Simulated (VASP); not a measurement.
Here is a VASP 6.6.1 calculation.

INCAR

```
PREC = Accurate ; ENCUT = 520
EDIFF = 1E-7 ; ISMEAR = 0
SIGMA = 0.1 ; LREAL = F
LASPH = T ; NELM = 100
ALGO = Normal ; ISIF = 2
LWAVE = F ; LCHARG = F
GGA = PE ; NBANDS = 21
```

The input KPOINTS:

```
regular mesh
0
Gamma
  14 14 8
```

The input POSCAR:

```
Si3Sn
1.0
    3.2840232650      0.0000000000      0.0000000000
    0.0000000000      3.2840232650      0.0000000000
    0.0000000000      0.0000000000      6.7770335563
Si Sn
3 1
Direct
    0.5000000000      0.5000000000      0.3138265626
    0.0000000000      0.0000000000      0.5000000000
    0.5000000000      0.5000000000      0.6861734374
    0.0000000000      0.0000000000      0.0000000000
```

Potentials or basis: VASP PAW PBE potentials, release 64 (Si, Sn_d).

The run is started by

```sh
$ cat potpaw_PBE.64/Si/POTCAR potpaw_PBE.64/Sn_d/POTCAR > POTCAR
$ mpirun -np 1 vasp_std > vasp.out
```

Task: What does it give for the band gap on the k mesh?

Result: Zero (band 13 reaches 10.97 eV, above the bottom of band 14 at 6.72 eV).

Task: Predict the pressure.

Result: -0.1 GPa.

Forces in eV/Å, atoms in the order of the input:
```
Si   0.000  0.000  0.007
Si   0.000  0.000  0.000
Si   0.000  0.000 -0.007
Sn   0.000  0.000  0.000
```

Caveat: spin-orbit coupling is left out, which moves the levels of the heavy elements.
